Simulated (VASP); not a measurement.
KI, 2 atoms in the cell. Symmetry: Fm-3m, No. 225, cubic system. The conventional cell has a = 7.317 Å, b = 7.317 Å, c = 7.317 Å, α = 90.00°, β = 90.00°, γ = 90.00°. K (site symmetry m-3m) has 6 I at 3.66 Å within 4.8 Å. I (site symmetry m-3m) has 6 K at 3.66 Å within 4.8 Å.  This cell differs from its parent crystal: volume scaled by 1.06.

| Item | Value |
| --- | --- |
| Program | VASP 6.6.1 |
| Task | single point |
| Functional | PBE |
| Potentials or basis | VASP PAW PBE potentials, release 64 (K_sv, I) |
| Cutoff | 520 eV |
| k mesh | 6 × 6 × 6 |
| Occupations | gaussian, width 0.02 eV |
| Spin | no spin polarisation |
| Dipole correction | no |
| Further INCAR settings | ALGO = Normal; EDIFF = 1e-07; NBANDS = 15 |

Potentials or basis: VASP PAW PBE potentials, release 64 (K_sv, I).

Command:

```bash
$ cat potpaw_PBE.64/K_sv/POTCAR potpaw_PBE.64/I/POTCAR > POTCAR
$ mpirun -np 1 vasp_std > vasp.out
```

Hardware: 1 thread of Intel(R) Xeon(R) Platinum 8488C (Sapphire Rapids), on a shared host.

Task: Estimate the wall time of this run.

Result: Wall time 22 s on 1 thread of Intel(R) Xeon(R) Platinum 8488C (Sapphire Rapids), on a shared host, peak memory 0.24 GiB. Counts: scf iterations 15, k points 16.
